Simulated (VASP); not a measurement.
A run of VASP 6.6.1:

File INCAR:

```
ALGO = Normal
EDIFF = 1E-6
ENCUT = 520
ISIF = 2
ISMEAR = 0
LASPH = T
LCHARG = T
LELF = T
LREAL = F
LVHAR = T
LWAVE = F
NBANDS = 35
NELM = 80
PREC = Accurate
SIGMA = 0.1
```

KPOINTS

```
k-points
0
Gamma
  6 6 2
```

POSCAR

```
MoS2
1.0
    3.1922379100      0.0000000000      0.0000000000
   -1.5961189600      2.7645591300      0.0000000000
    0.0000000000      0.0000000000     13.3782940000
Mo S
2 4
Direct
    0.6666666700      0.3333333300      0.2500000000
    0.3333333300      0.6666666700      0.7500000000
    0.6666666700      0.3333333300      0.6330820000
    0.3333333300      0.6666666700      0.3669180000
    0.6666666700      0.3333333300      0.8669180000
    0.3333333300      0.6666666700      0.1330820000
```

Potentials or basis: VASP PAW LDA potentials, release 64 (Mo_sv, S).

Run with:

```bash
$ cat potpaw_LDA.64/Mo_sv/POTCAR potpaw_LDA.64/S/POTCAR > POTCAR
$ mpirun -np 1 vasp_std > vasp.out
```

Hardware: 1 thread of Intel(R) Xeon(R) Platinum 8375C CPU @ 2.90GHz (Ice Lake), on a shared host.

Q: How long does it take, and how much memory?

A: It took 33 s on 1 thread of Intel(R) Xeon(R) Platinum 8375C CPU @ 2.90GHz (Ice Lake), on a shared host, peak memory 0.2 GiB. Counts: scf iterations 15, k points 14.
